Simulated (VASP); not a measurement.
Set up this calculation in VASP 6.6.1, as the native input.

* Task: single point
* Functional: revPBE
* Dispersion: D3(BJ)
* Potentials or basis: VASP PAW PBE potentials, release 64 (Cu, O)
* Cutoff: 520 eV
* k mesh: 10 × 10 × 5
* Occupations: fermi-dirac, width 0.05 eV
* Spin: no spin polarisation
* Dipole correction: no
* Further INCAR settings: ALGO = Normal; EDIFF = 1e-06; NBANDS = 25

The structure of CuO lies in POSCAR:

```
CuO
1.0
    2.3726673498     -1.7338196878      0.0000000000
    2.3726673498      1.7338196878      0.0000000000
   -0.8612132810      0.0000000000      5.1244279405
Cu O
2 2
Direct
    0.5000000000      0.0000000000      0.5000000000
    0.0000000000      0.5000000000      0.0000000000
    0.4184000000      0.5816000000      0.7500000000
    0.5816000000      0.4184000000      0.2500000000
```

The input as run:

INCAR

```
  ALGO = Normal
  EDIFF = 1E-6
  ENCUT = 520
  GGA = RE
  ISIF = 2
  ISMEAR = -1
  IVDW = 12
  LASPH = T
  LCHARG = F
  LREAL = F
  LWAVE = F
  NBANDS = 25
  NELM = 100
  PREC = Accurate
  SIGMA = 0.05
```

KPOINTS

```
k-points
0
Gamma
  10 10 5
```

Potentials or basis: VASP PAW PBE potentials, release 64 (Cu, O).

Run with:

```console
$ cat potpaw_PBE.64/Cu/POTCAR potpaw_PBE.64/O/POTCAR > POTCAR
$ mpirun -np 1 vasp_std > vasp.out
```

It gave:

The pressure is -4.7 GPa and the largest force is 0.290 eV/Å. The band gap on the k mesh is zero (bands 17 and 18 overlap by 0.60 eV) and the dispersion energy per atom is -0.534 eV.

Caveat: the cell stands under tension; the PAW data sets were made with another functional, which shifts forces and pressure a little; semilocal functionals often make such compounds metallic where correlation or magnetic order opens a gap, which also shifts bond lengths.

Wall time 2.2 min on 1 thread of Intel Xeon 8259CL, with other jobs on the host, peak memory 0.27 GiB.
